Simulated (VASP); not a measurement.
Runs of VASP 6.6.1 on K. The structure is that of space group Im-3m (No. 229), or close to it. The cells are those of the table. 

```tsv
task	cell	k mesh	cutoff (eV)	gap on the mesh (eV)	pressure (GPa)	relaxed volume (Å³/atom)
relaxation of cell and atoms	relaxed from a = 6.367 Å, angles 109.5°, 3 atoms	4 × 4 × 4	600	none	0.0	93.43
single point	a = 7.074 Å, angles 109.5°, 3 atoms	4 × 4 × 4	520	none	0.1	-
relaxation of cell and atoms	relaxed from a = 7.074 Å, angles 109.5°, 3 atoms	8 × 8 × 8	600	none	0.0	(a)
single point	a = 7.158 Å, angles 109.5°, 3 atoms	8 × 8 × 8	520	none	0.0	-
single point	a = 6.367 Å, angles 109.5°, 3 atoms	4 × 4 × 4	520	none	1.3	-
```

Alike in all rows: level PBE; potentials or basis VASP PAW PBE potentials, release 64 (K_sv); no spin polarisation; smearing gaussian 0.1 eV.

Q: Fill in the values left out.

A: (a) 94.16.

Caveats: the volume moved by over 15 % at a fixed basis, so the end points are rough (some runs).

A gap of «none» marks levels without a gap at the run's occupations.
